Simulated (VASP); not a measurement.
Set up this calculation in VASP 6.6.1, as the native input.

```yaml
Task: single point
Functional: PBE
Potentials_or_basis: VASP PAW PBE potentials, release 64 (Si)
Cutoff: 520 eV
k_mesh: 3 × 3 × 1
Occupations: gaussian, width 0.05 eV
Spin: collinear spin
Starting_moments: "[0.0, 0.0, 0.0, 0.0, 0.0, 0.0, 0.0, 0.0, 0.0, 0.0, 0.0, 0.5, 0.0, 0.0, 0.0, 0.5, 0.5, 0.0, 0.5, 0.0, 0.0, 0.0, 0.0, 0.0, 0.0, 0.0, 0.0, 0.0, 0.0, 0.0, 0.0] μB"
Dipole_correction: no
Further_INCAR_settings: LREAL = Auto; ALGO = Normal; EDIFF = 1e-06; NBANDS = 87
```

The structure of Si (a cell with a defect) lies in POSCAR:

```
Si
1.0
    7.5896000000      0.0000000000      0.0000000000
   -3.7948000000      6.5727860000      0.0000000000
    0.0000000000      0.0000000000     12.7099000000
Si
31
Direct
    0.0041827407      0.5024642886      0.4065046538
    0.4974641280     -0.0042258896      0.4064381184
    0.4975517752      0.5025208774      0.4065003226
   -0.0002001188      0.0004756013      0.9079939758
   -0.0016338646      0.4996689109      0.9067422312
    0.5004930227      0.0018358643      0.9066950742
    0.5004688957      0.4996727034      0.9067246559
   -0.0003579008     -0.0000858956      0.0934102669
    0.0010980490      0.5005548140      0.0967496636
    0.4992074569     -0.0010186432      0.0966001680
    0.4987723959      0.5006735121      0.0967733519
    0.0001538019      0.0018447621      0.5548326853
   -0.0014753997      0.5003516624      0.5911514345
    0.5003700790      0.0019144268      0.5911008382
    0.5007707224      0.5002706744      0.5911409917
    0.1504656995      0.3016648280      0.3573915738
    0.1509877870      0.8488421829      0.3564196364
    0.6664022922      0.3335777897      0.3472050465
    0.6974656153      0.8490387037      0.3566934544
    0.3291281931      0.1651239284      0.8390769808
    0.3331074667      0.6670917872      0.8433118573
    0.8350968161      0.1651496668      0.8391069283
    0.8351674651      0.6711825990      0.8390722817
    0.1639714054      0.3286234845      0.1644812803
    0.1643859448      0.8354589179      0.1639992267
    0.6663988963      0.3335842715      0.1592941449
    0.6705815224      0.8355555153      0.1641293369
    0.3211030284      0.1614872981      0.6469203791
    0.3331741169      0.6673340978      0.6555059245
    0.8391545533      0.1615909329      0.6470037179
    0.8396348664      0.6803599603      0.6467848835
```

The input as run:

INCAR

```
SYSTEM = Si
PREC = Accurate
ENCUT = 520
EDIFF = 1E-6
ISMEAR = 0
SIGMA = 0.05
LREAL = Auto
LASPH = .True.
NELM = 150
ALGO = Normal
ISIF = 2
LWAVE = .False.
LCHARG = .False.
ISPIN = 2
MAGMOM = 0 0 0 0 0 0 0 0 0 0 0 0.5 0 0 0 0.5 0.5 0 0.5 0 0 0 0 0 0 0 0 0 0 0 0
LORBIT = 11
GGA = PE
NBANDS = 87
```

KPOINTS

```
Automatic mesh
0
Gamma
  3 3 1
  0 0 0
```

Potentials or basis: VASP PAW PBE potentials, release 64 (Si).

Run with:

```console
$ cat potpaw_PBE.64/Si/POTCAR > POTCAR
$ mpirun -np 1 vasp_std > vasp.out
```

It gave:

* Pressure: -0.3 GPa
* Largest force: 0.014 eV/Å
* Band gap on the k mesh: zero (filled and empty bands overlap)
* Net moment: 0.00 μB per cell
* Valence electrons inside the program's atomic spheres: Si 1.68, 1.70, 1.67, 1.69, 1.56, 1.60, 1.61 (each value once)

Caveat: the k points lie up to 0.49 Å⁻¹ apart, too coarse for converged energies and pressures of a metal.

Run time: 14 min on 1 thread of Oxide Virtual Turin-like Processor, with other jobs on the host, peak memory 0.97 GiB.
